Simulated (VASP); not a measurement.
NbCu: relaxation of cell and atoms with PBEsol

NbCu:

```xyz
2
Lattice="0.0000 2.5622 2.5622 2.5622 0.0000 2.5622 2.5622 2.5622 0.0000" Properties=species:S:1:pos:R:3 pbc="T T T"
Nb    0.0000    0.0000    0.0000
Cu    2.5622    2.5622    2.5622
```

```yaml
Program: VASP 6.6.1
Task: relaxation of cell and atoms
Functional: PBEsol
Potentials_or_basis: VASP PAW PBE potentials, release 64 (Nb_sv, Cu)
Cutoff: 600 eV
k_mesh: 9 × 9 × 9
Occupations: fermi-dirac, width 0.05 eV
Spin: no spin polarisation
Target_pressure: 10 GPa
Dipole_correction: no
Further_INCAR_settings: ALGO = Fast; EDIFF = 1e-07; IBRION = 2; EDIFFG = -0.01; NSW = 60; ISIF = 3
```

```yaml
Relaxed_volume: 15.30 Å³/atom
Relaxed_cell: a = 3.511 Å, b = 3.511 Å, c = 3.511 Å, α = 60.00°, β = 60.00°, γ = 60.00°
Space_group_after_relaxing_to_0.05_Å: Fm-3m (No. 225)
Energy_change_on_relaxing_the_enthalpy_is_what_falls: +13.9 meV/atom
Ionic_steps: 7
Pressure_after_relaxing: 10.0 GPa
Band_gap_on_the_k_mesh: zero (band 12 reaches 10.62 eV, above the bottom of band 13 at 8.51 eV)
```

Step by step:
| step | energy change (eV) | largest force (eV/Å) | pressure (GPa) | volume (Å³) |
| --- | --- | --- | --- | --- |
| 1 | 0.0000 | 0.0000 | -5.73 | 33.64 |
| 2 | 0.8133 | 0.0000 | 52.96 | 26.22 |
| 3 | 0.0199 | 0.0000 | 9.15 | 30.72 |
| 4 | 0.0263 | 0.0000 | 9.87 | 30.62 |
| 5 | 0.0300 | 0.0000 | 10.26 | 30.56 |
| 6 | 0.0241 | 0.0000 | 9.58 | 30.65 |
| 7 | 0.0277 | 0.0000 | 10.00 | 30.59 |

Final structure:
```
Nb Cu
1.0
     0.00000    2.48240    2.48240
     2.48240    0.00000    2.48240
     2.48240    2.48240    0.00000
Nb Cu
1 1
Direct
  0.00000 0.00000 0.00000
  0.50000 0.50000 0.50000
```

Levels at points of the mesh, in eV from the Fermi level:
```csv
k point,band 8,band 9,band 10,band 11,band 12,band 13,band 14,band 15,band 16
"(0.00, 0.00, 0.00)",-4.42,-4.42,-4.42,1.15,1.15,1.15,2.77,2.77,9.51
```

Run time: 3.1 min on 1 thread of Intel(R) Xeon(R) 6975P-C (Granite Rapids) (shared host), peak memory 0.2 GiB.

Caveat: the cell is relaxed towards a set pressure, so the enthalpy falls and the energy may rise; the PAW data sets were made with another functional, which shifts forces and pressure a little.
